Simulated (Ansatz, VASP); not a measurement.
**One calculation of BN, two programs**

```
B N
1.0
    -2.50644    0.00000    0.00000
    -1.25322   -2.17064    0.00000
    -1.25309   -0.72347   13.23369
B N
4 4
Direct
  0.04170 0.04170 0.87500
  0.20835 0.20835 0.37500
  0.62500 0.62500 0.12500
  0.45835 0.45835 0.62500
  0.29167 0.29167 0.12500
  0.12502 0.12502 0.62500
  0.37503 0.37503 0.87500
  0.54168 0.54168 0.37500
```

Alike in both runs: task single point; functional PBE; dispersion D3(BJ); k mesh 10 × 10 × 2; occupations gaussian, width 0.05 eV; no spin polarisation.

```csv
,VASP,Ansatz
version,VASP 6.6.1,Ansatz 0.2.0
potentials or method,"VASP PAW PBE potentials, release 64 (B, N), cutoff 520 eV","scalar-relativistic, plane waves, PAW"
valence electrons in the cell,32,32
```

|  | VASP | Ansatz | Ansatz less VASP |
| --- | --- | --- | --- |
| gap on the k mesh at the Fermi level (eV) | 3.89 | 3.90 | +0.008 |
| least direct gap on the mesh (eV) | 4.35 | 4.35 | +0.005 |
| pressure (GPa) | 0.2 | 0.1 | -0.08 |
| traceless stress, the component that is largest in VASP (GPa) | 0.42 | 0.62 | +0.198 |
| rms of the force components (eV/Å) | 0.020 | 0.020 | 0.0000 |

Atom by atom the forces differ by 0.000 eV/Å (rms over components).
